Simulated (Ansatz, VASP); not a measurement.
# One calculation of Ge2Sb2Te5, two programs

```xyz
9
Lattice="4.2446 0.0000 0.0000 -2.1223 3.6759 0.0000 0.0000 0.0000 17.2406" Properties=species:S:1:pos:R:3 pbc="T T T"
Te    0.0000    0.0000    0.0000
Te    0.0000    2.4506    3.3785
Te    2.1223    1.2253   13.8622
Te    2.1223    1.2253    7.1044
Te    0.0000    2.4506   10.1363
Ge    2.1223    1.2253    1.7094
Ge    0.0000    2.4506   15.5313
Sb    0.0000    0.0000    5.3956
Sb    0.0000    0.0000   11.8450
```

Alike in both runs: functional r2SCAN; dispersion rVV10; k mesh 10 × 10 × 2; occupations gaussian, width 0.02 eV; no spin polarisation.

Ansatz relaxed the structure, and its values are those at the end. VASP's run is a single point on that final structure, the one shown.

|  | VASP | Ansatz |
| --- | --- | --- |
| version | VASP 6.6.1 | Ansatz 0.2.0 |
| potentials or method | VASP PAW PBE potentials, release 64 (Te, Ge_d, Sb) | scalar-relativistic, plane waves, PAW |
| plane-wave cutoff (eV) | 520 | 500 |
| valence electrons in the cell | 68 | 138 |

```csv
,VASP,Ansatz,Ansatz less VASP
gap on the k mesh at the Fermi level (eV),0.32,0.32,-0.002
least direct gap on the mesh (eV),0.32,0.32,-0.002
pressure (GPa),0.2,0.0,-0.17
rms of the force components (eV/Å),0.014,0.001,-0.0128
```

VASP's potentials were made for PBE, not for r2SCAN. VASP's potentials hold 68 valence electrons a cell and Ansatz's 138, so a difference there can come from the potentials and not from the codes.

Neither program's run includes spin-orbit coupling.
